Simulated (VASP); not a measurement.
# Ba (P6/mmm) in VASP: further runs

Ba is run at these levels: r2SCAN; tasks: single point.

Everything below comes from runs of VASP 6.6.1. Logs are shortened: lines on timing, memory, paths and dates and some standing lists are left out, and cuts for length are marked.

## 1. The cell of the first run

Symmetry: P6/mmm, No. 191, hexagonal system. The conventional cell has a = 7.417 Å, b = 7.417 Å, c = 4.353 Å, α = 90.00°, β = 90.00°, γ = 120.00°. Within 5.7 Å of Ba (site symmetry 6/mmm) lie 14 Ba at 4.35 to 4.80 Å. Ba (site symmetry -6m2) has 11 Ba at 4.28 to 4.80 Å within 5.6 Å.

This isn't the form of Ba at room conditions, which is bcc.

## 2. Single point, r2SCAN (69.12 Å³/atom)

Contents of POSCAR:

```
Ba
1.0
    7.4168877077      0.0000000000      0.0000000000
   -3.7084438538      6.4232131719      0.0000000000
    0.0000000000      0.0000000000      4.3525070911
Ba
3
Direct
    1.0000000000      0.0000000000      1.0000000000
    0.3333333333      0.6666666667      0.5000000000
    0.6666666667      0.3333333333      0.5000000000
```

Contents of INCAR.step1:

```
SYSTEM = Ba
PREC = Accurate
ENCUT = 520
ISMEAR = -1
SIGMA = 0.1
LREAL = .False.
LASPH = .True.
NELM = 80
NBANDS = 22
GGA = PE
ALGO = Normal
EDIFF = 1E-4
LWAVE = .True.
LCHARG = .False.
```

Contents of INCAR.step2:

```
SYSTEM = Ba
PREC = Accurate
ENCUT = 520
EDIFF = 1E-6
ISMEAR = -1
SIGMA = 0.1
LREAL = .False.
LASPH = .True.
NELM = 80
ALGO = Normal
ISIF = 2
LWAVE = .False.
LCHARG = .False.
METAGGA = R2SCAN
LMIXTAU = .True.
NBANDS = 22
ISTART = 1
```

Contents of KPOINTS:

```
Automatic mesh
0
Gamma
  6 6 8
  0 0 0
```

Potentials or basis: VASP PAW PBE potentials, release 64 (Ba_sv).

Run with:

```
$ cat potpaw_PBE.64/Ba_sv/POTCAR > POTCAR
$ cp INCAR.step1 INCAR
$ mpirun -np 1 vasp_std > vasp.out
$ cp INCAR.step2 INCAR
$ mpirun -np 1 vasp_std > vasp.out
```

OUTCAR:

```text
SYSTEM = Ba
   PREC = Accurate
   ENCUT = 520
   EDIFF = 1E-6
   ISMEAR = -1
   LREAL = .False.
   LASPH = .True.
   NELM = 80
   ISIF = 2
   METAGGA = R2SCAN
   ISTART = 1

 ion  position               nearest neighbor table
   1  0.000  0.000  0.000-
   2  0.333  0.667  0.500-   3 4.28   3 4.28   3 4.28
   3  0.667  0.333  0.500-   2 4.28   2 4.28   2 4.28

  LATTYP: Found a hexagonal cell.
 ALAT       =     7.4168877077
 C/A-ratio  =     0.5868373990

  Lattice vectors:

 A1 = (   7.4168877077,   0.0000000000,   0.0000000000)
 A2 = (  -3.7084438538,   6.4232131719,   0.0000000000)
 A3 = (   0.0000000000,   0.0000000000,   4.3525070911)

Analysis of symmetry for initial positions (statically):
=====================================================================
 Subroutine PRICEL returns:
 Original cell was already a primitive cell.

 Routine SETGRP: Setting up the symmetry group for a
 hexagonal supercell.

 Subroutine GETGRP returns: Found 24 space group operations
 (whereof 24 operations were pure point group operations)
 out of a pool of 24 trial point group operations.

The static configuration has the point symmetry D_6h.

Analysis of symmetry for dynamics (positions and initial velocities):
=====================================================================
 Subroutine PRICEL returns:
 Original cell was already a primitive cell.

 Routine SETGRP: Setting up the symmetry group for a
 hexagonal supercell.

 Subroutine GETGRP returns: Found 24 space group operations
 (whereof 24 operations were pure point group operations)
 out of a pool of 24 trial point group operations.

The dynamic configuration has the point symmetry D_6h.

 Subroutine INISYM returns: Found 24 space group operations
 (whereof 24 operations are pure point group operations),
 and found     1 'primitive' translations

----------------------------------------------------------------------------------------

                                     Primitive cell

  volume of cell :     207.3545

  direct lattice vectors                    reciprocal lattice vectors
     7.416887708  0.000000000  0.000000000     0.134827442  0.077842660  0.000000000
    -3.708443854  6.423213172  0.000000000     0.000000000  0.155685320  0.000000000
     0.000000000  0.000000000  4.352507091     0.000000000  0.000000000  0.229752641

  length of vectors
     7.416887708  7.416887708  4.352507091     0.155685320  0.155685320  0.229752641

  position of ions in fractional coordinates (direct lattice)
     0.000000000  0.000000000  0.000000000
     0.333333333  0.666666667  0.500000000
     0.666666667  0.333333333  0.500000000

  ion indices of the primitive-cell ions
   primitive index   ion index
                 1           1
                 2           2
                 3           3

----------------------------------------------------------------------------------------

 KPOINTS: Automatic mesh

Automatic generation of k-mesh.
 Grid dimensions read from file:
 generate k-points for:    6    6    8

 Generating k-lattice:

  Cartesian coordinates                     Fractional coordinates (reciprocal lattice)
     0.022471240  0.012973777  0.000000000     0.166666667  0.000000000  0.000000000
     0.000000000  0.025947553  0.000000000     0.000000000  0.166666667  0.000000000
     0.000000000  0.000000000  0.028719080     0.000000000  0.000000000  0.125000000

  Length of vectors
     0.025947553  0.025947553  0.028719080

  Shift w.r.t. Gamma in fractional coordinates (k-lattice)
     0.000000000  0.000000000  0.000000000

 Subroutine IBZKPT returns following result:
 ===========================================

 Found     35 irreducible k-points:

 Following reciprocal coordinates:
            Coordinates               Weight
  0.000000  0.000000  0.000000      1.000000
  0.166667  0.000000  0.000000      6.000000
  0.333333  0.000000  0.000000      6.000000
  0.500000  0.000000  0.000000      3.000000
  0.166667  0.166667  0.000000      6.000000
  0.333333  0.166667  0.000000     12.000000
[... 16 lines left out ...]
  0.166667  0.000000  0.375000     12.000000
  0.333333  0.000000  0.375000     12.000000
 [... further k-points ...]
   k-points           NKPTS =     35   k-points in BZ     NKDIM =     35   number of bands    NBANDS=     22
   number of dos      NEDOS =    301   number of ions     NIONS =      3
   total plane-waves  NPLWV = 100352
   dimension x,y,z NGX =    56 NGY =   56 NGZ =   32
   dimension x,y,z NGXF=   112 NGYF=  112 NGZF=   64
   ions per type =               3
   NGX,Y,Z   is equivalent  to a cutoff of  12.55, 12.55, 12.22 a.u.
   NGXF,Y,Z  is equivalent  to a cutoff of  25.10, 25.10, 24.45 a.u.
 SYSTEM =  Ba
   PREC   = accura    normal or accurate (medium, high low for compatibility)
   ISTART =      1    job   : 0-new  1-cont  2-samecut
   ICHARG =      0    charge: 1-file 2-atom 10-const
   ISPIN  =      1    spin polarized calculation?
   LNONCOLLINEAR =      F non collinear calculations
   LSORBIT =      F    spin-orbit coupling
   LASPH  =      T    aspherical Exc in radial PAW
   ENCUT  =  520.0 eV  38.22 Ry    6.18 a.u.  13.79 13.79  8.09*2*pi/ulx,y,z
   NELM   =     80;   NELMIN=  2; NELMDL=  0     # of ELM steps
   EDIFF  = 0.1E-05   stopping-criterion for ELM
   LREAL  =      F    real-space projection
   EDIFFG = 0.1E-04   stopping-criterion for IOM
   NSW    =      0    number of steps for IOM
   IBRION =     -1    ionic relax: 0-MD 1-quasi-New 2-CG
   NFREE  =      0    steps in history (QN), initial steepest desc. (CG)
   ISIF   =      2    stress and relaxation
   ISYM   =      2    0-nonsym 1-usesym 2-fastsym
   POTIM  = 0.5000    time-step for ionic-motion
   TEBEG  =    0.0;   TEEND  =   0.0 temperature during run
   PSTRESS=    0.0 pullay stress
   NELECT =      30.0000    total number of electrons
   NUPDOWN=      -1.0000    fix difference up-down
   EMIN   =  10.00;   EMAX   =-10.00  energy-range for DOS
   EFERMI =   0.00;   METHOD = LEGACY
   ISMEAR =    -1;   SIGMA  =   0.10  broadening in eV -4-tet -1-fermi 0-gaus
   EFERMI_NEDOS =   21; number of points for ismear=-14 and -15
   IALGO  =     38    algorithm
   IMIX   =      4    mixing-type and parameters
     AMIX     =   0.40;   BMIX     =  1.00
     AMIX_MAG =   1.60;   BMIX_MAG =  1.00
  volume/ion in A,a.u.               =      69.12       466.43
  Fermi-wavevector in a.u.,A,eV,Ry     =   0.859430  1.624088 10.049545  0.738621
  Thomas-Fermi vector in A             =   1.976784
   LORBIT       =      0    0 simple, 1 ext, 2 COOP (PROOUT), +10 PAW based schemes
   METAGGA = R2SCAN    functional components
   LHFCALC =     F    Hartree Fock is set to
   AEXX    =    0.0000 exact exchange contribution
   IVDW    =     0    specifies the selected vdW correction
   LEPSILON=     F    determine dielectric tensor
   LRPA    =     F    only Hartree local field effects (RPA)
 non-spin polarized calculation
  energy-cutoff  :      520.00
  volume of cell :      207.35
 maximum number of plane-waves:      5620
 NGX is ok and might be reduce to    56
   NGX = 27   NGY = 27   NGZ = 17

 number of electron      30.0000001 magnetization

 Free energy of the ion-electron system (eV)
  ---------------------------------------------------
  ext. energy  EPLUGINS =         0.00000000
  ---------------------------------------------------
  free energy    TOTEN  =       -79.20412827 eV

  energy without entropy =      -79.02688777  energy(sigma->0) =      -79.11550802

 E-fermi :   1.4484     XC(G=0):  -7.5278

 val. band max:        1.4364986182   @ k =   0.1667   0.1667   0.5000
 cond. band min:       1.4674301356   @ k =   0.1667   0.0000   0.2500
 fundamental gap:      0.0309315174
 Fermi energy:         1.4483735913

 k-point     1 :       0.0000    0.0000    0.0000
  band No.  band energies     occupation
      1     -28.6938      2.00000
      2     -28.6569      2.00000
      3     -28.5857      2.00000
      4     -13.5627      2.00000
      5     -13.5627      2.00000
      6     -13.4139      2.00000
[... 14 lines left out ...]
     21       3.6993      0.00000
     22       3.6993      0.00000

 k-point     2 :       0.1667    0.0000    0.0000
  band No.  band energies     occupation
      1     -28.6914      2.00000
      2     -28.6590      2.00000
      3     -28.5859      2.00000
      4     -13.5813      2.00000
      5     -13.5637      2.00000
      6     -13.3882      2.00000
[... 14 lines left out ...]
     21       3.4425      0.00000
     22       3.8446      0.00000

 k-point     3 :       0.3333    0.0000    0.0000
  band No.  band energies     occupation
      1     -28.6854      2.00000
      2     -28.6645      2.00000
      3     -28.5865      2.00000
      4     -13.6092      2.00000
      5     -13.5419      2.00000
      6     -13.3672      2.00000
[... 14 lines left out ...]
     21       2.9670      0.00000
     22       3.8374      0.00000

 k-point     4 :       0.5000    0.0000    0.0000
  band No.  band energies     occupation
      1     -28.6807      2.00000
      2     -28.6690      2.00000
      3     -28.5868      2.00000
      4     -13.6206      2.00000
      5     -13.5080      2.00000
      6     -13.4121      2.00000
[... 14 lines left out ...]
     21       2.9042      0.00000
     22       3.7654      0.00000

 k-point     5 :       0.1667    0.1667    0.0000
  band No.  band energies     occupation
      1     -28.6872      2.00000
      2     -28.6629      2.00000
      3     -28.5864      2.00000
      4     -13.5952      2.00000
      5     -13.5594      2.00000
      6     -13.3655      2.00000
[... 417 lines left out ...]
 k-point    22 :       0.0000    0.0000    0.3750
  band No.  band energies     occupation
      1     -28.6763      2.00000
      2     -28.6413      2.00000
      3     -28.5700      2.00000
      4     -13.5596      2.00000
      5     -13.5275      2.00000
      6     -13.5275      2.00000
[... 14 lines left out ...]
     21       3.5708      0.00000
     22       3.5708      0.00000

 k-point    23 :       0.1667    0.0000    0.3750
  band No.  band energies     occupation
      1     -28.6742      2.00000
      2     -28.6433      2.00000
      3     -28.5701      2.00000
      4     -13.5602      2.00000
      5     -13.5349      2.00000
      6     -13.5247      2.00000
[... 14 lines left out ...]
     21       3.4301      0.00000
     22       3.4978      0.00000

 k-point    24 :       0.3333    0.0000    0.3750
  band No.  band energies     occupation
      1     -28.6688      2.00000
      2     -28.6486      2.00000
      3     -28.5701      2.00000
      4     -13.5598      2.00000
      5     -13.5482      2.00000
      6     -13.5415      2.00000
[... 14 lines left out ...]
     21       3.3543      0.00000
     22       3.3631      0.00000

 [... further k-points ...]
[... 5 lines left out ...]
  --------------------------------------------------------------------------------------
  -------------------------------------------------------------------------------------
  Total       -0.3620732     -0.3620732     -0.2791646     -0.0000000      0.0000000     -0.0000000
  in kB       -2.7976507     -2.7976507     -2.1570364     -0.0000000      0.0000000     -0.0000000
  external PRESSURE =      -2.5841126 kB  Pullay stress =       0.0000000 kB

 VOLUME and BASIS-vectors are now :
 -----------------------------------------------------------------------------
  energy-cutoff  :      520.00
  volume of cell :      207.35
      direct lattice vectors                 reciprocal lattice vectors
     7.416887708  0.000000000  0.000000000     0.134827442  0.077842660  0.000000000
    -3.708443854  6.423213172  0.000000000     0.000000000  0.155685320  0.000000000
     0.000000000  0.000000000  4.352507091     0.000000000  0.000000000  0.229752641

 POSITION                                       TOTAL-FORCE (eV/Angst)
 -----------------------------------------------------------------------------------
      0.00000      0.00000      0.00000        -0.000000      0.000000      0.000000
     -0.00000      4.28214      2.17625         0.000000      0.000000     -0.000000
      3.70844      2.14107      2.17625        -0.000000      0.000000      0.000000
 -----------------------------------------------------------------------------------
    total drift:                                0.000000     -0.000000      0.000000

  FREE ENERGIE OF THE ION-ELECTRON SYSTEM (eV)
  ---------------------------------------------------
  free  energy   TOTEN  =       -79.2041282657 eV

  energy  without entropy=      -79.0268877661  energy(sigma->0) =      -79.11550802
```

Run time: 10 min. Hardware: 1 thread of Oxide Virtual Turin-like, shared host; peak memory 0.38 GiB.

Results:

| Property | Result |
| --- | --- |
| Free energy | -79.2041 eV |
| Pressure | -0.3 GPa |
| Band gap on the k mesh | zero (bands 15 and 16 overlap by 0.62 eV) |

Caveat: the PAW data sets were made with another functional, which shifts forces and pressure a little; spin-orbit coupling is left out, which moves the levels of the heavy elements.

## 3. Single point, r2SCAN (71.78 Å³/atom)

This run uses another cell than the first one, of 71.78 Å³/atom.

Contents of POSCAR:

```
Ba
1.0
    7.5107823300      0.0000000000      0.0000000000
   -3.7553911650      6.5045283001      0.0000000000
    0.0000000000      0.0000000000      4.4076079670
Ba
3
Direct
    1.0000000000      0.0000000000      1.0000000000
    0.3333333333      0.6666666667      0.5000000000
    0.6666666667      0.3333333333      0.5000000000
```

Contents of INCAR.step1:

```
PREC = Accurate
ENCUT = 520
ISMEAR = -1
SIGMA = 0.1
LREAL = F
LASPH = T
NELM = 80
NBANDS = 22
GGA = PE
ALGO = Normal
EDIFF = 1E-4
LWAVE = T
LCHARG = F
```

Contents of INCAR.step2:

```
PREC = Accurate
ENCUT = 520
EDIFF = 1E-6
ISMEAR = -1
SIGMA = 0.1
LREAL = F
LASPH = T
NELM = 80
ALGO = Normal
ISIF = 2
LWAVE = F
LCHARG = F
METAGGA = R2SCAN
LMIXTAU = T
NBANDS = 22
ISTART = 1
```

Contents of KPOINTS:

```
regular mesh
0
Gamma
  6 6 8
```

Potentials or basis: VASP PAW PBE potentials, release 64 (Ba_sv).

Run with:

```
$ cat potpaw_PBE.64/Ba_sv/POTCAR > POTCAR
$ cp INCAR.step1 INCAR
$ mpirun -np 1 vasp_std > vasp.out
$ cp INCAR.step2 INCAR
$ mpirun -np 1 vasp_std > vasp.out
```

It took 11 min on 1 thread of Oxide Virtual Turin-like, shared host; peak memory 0.41 GiB.

The run converged. Its results:

```yaml
Free_energy: -79.1846 eV
Pressure: -0.5 GPa
Band_gap_on_the_k_mesh: zero (bands 15 and 16 overlap by 0.56 eV)
```

Stress tensor (GPa, compression positive):
```
-0.55  0.00  0.00
 0.00 -0.55  0.00
 0.00  0.00 -0.46
```

Levels at points of the mesh, in eV from the Fermi level:
```
           k point  band 11  band 12  band 13  band 14  band 15  band 16  band 17  band 18  band 19  band 20
(0.00, 0.00, 0.00)   -14.76   -14.75    -2.85    -0.16     0.30     0.30     0.39     0.39     0.66     1.58
(0.50, 0.00, 0.00)   -14.79   -14.75    -1.67    -1.60    -0.83     0.67     0.82     0.89     0.94     1.04
(0.00, 0.00, 0.50)   -14.81   -14.81    -0.74    -0.32    -0.26    -0.26    -0.01    -0.01     1.47     1.47
(0.50, 0.00, 0.50)   -14.81   -14.79    -0.65    -0.55    -0.15     0.25     0.32     0.53     1.01     1.40
```

Caveat: the PAW data sets were made with another functional, which shifts forces and pressure a little; spin-orbit coupling is left out, which moves the levels of the heavy elements.

## 4. Single point, r2SCAN (74.43 Å³/atom)

This run uses another cell than the first one, of 74.43 Å³/atom.

Contents of POSCAR:

```
Ba
1.0
    7.6023862645      0.0000000000      0.0000000000
   -3.8011931322      6.5838596344      0.0000000000
    0.0000000000      0.0000000000      4.4613645817
Ba
3
Direct
    1.0000000000      0.0000000000      1.0000000000
    0.3333333333      0.6666666667      0.5000000000
    0.6666666667      0.3333333333      0.5000000000
```

Contents of INCAR.step1:

```
SYSTEM = Ba
PREC = Accurate
ENCUT = 520
ISMEAR = -1
SIGMA = 0.1
LREAL = .False.
LASPH = .True.
NELM = 60
NBANDS = 22
GGA = PE
ALGO = Normal
EDIFF = 1E-4
LWAVE = .True.
LCHARG = .False.
```

Contents of INCAR.step2:

```
SYSTEM = Ba
PREC = Accurate
ENCUT = 520
EDIFF = 1E-6
ISMEAR = -1
SIGMA = 0.1
LREAL = .False.
LASPH = .True.
NELM = 60
ALGO = Normal
ISIF = 2
LWAVE = .False.
LCHARG = .True.
METAGGA = R2SCAN
LMIXTAU = .True.
LELF = .True.
LVHAR = .True.
NBANDS = 22
ISTART = 1
```

Contents of KPOINTS:

```
regular mesh
0
Gamma
  6 6 8
  0 0 0
```

Run with:

```
$ cat potpaw_PBE.64/Ba_sv/POTCAR > POTCAR
$ cp INCAR.step1 INCAR
$ mpirun -np 1 vasp_std > vasp.out
$ cp INCAR.step2 INCAR
$ mpirun -np 1 vasp_std > vasp.out
```

Wall time 19 min (1 thread of Oxide Virtual Turin-like, shared host); peak memory 0.41 GiB.

The run converged. Its results:

```
Free energy            : -79.1531 eV
Pressure               : -0.7 GPa
Band gap on the k mesh : zero (bands 15 and 16 overlap by 0.50 eV)
```

Stress tensor (GPa, compression positive):
```
-0.78  0.00  0.00
 0.00 -0.78  0.00
 0.00  0.00 -0.67
```

Levels at points of the mesh, in eV from the Fermi level:
```csv
k point,band 12,band 13,band 14,band 15,band 16,band 17,band 18,band 19
"(0.00, 0.00, 0.00)",-14.83,-2.82,-0.15,0.27,0.27,0.36,0.36,0.62
"(0.50, 0.00, 0.00)",-14.84,-1.68,-1.62,-0.82,0.61,0.79,0.88,0.92
"(0.00, 0.00, 0.50)",-14.88,-0.77,-0.36,-0.22,-0.22,0.00,0.00,1.43
"(0.50, 0.00, 0.50)",-14.87,-0.63,-0.55,-0.12,0.27,0.28,0.48,0.95
```

Caveat: the PAW data sets were made with another functional, which shifts forces and pressure a little; spin-orbit coupling is left out, which moves the levels of the heavy elements.

(Continued in part 2 of 2.)
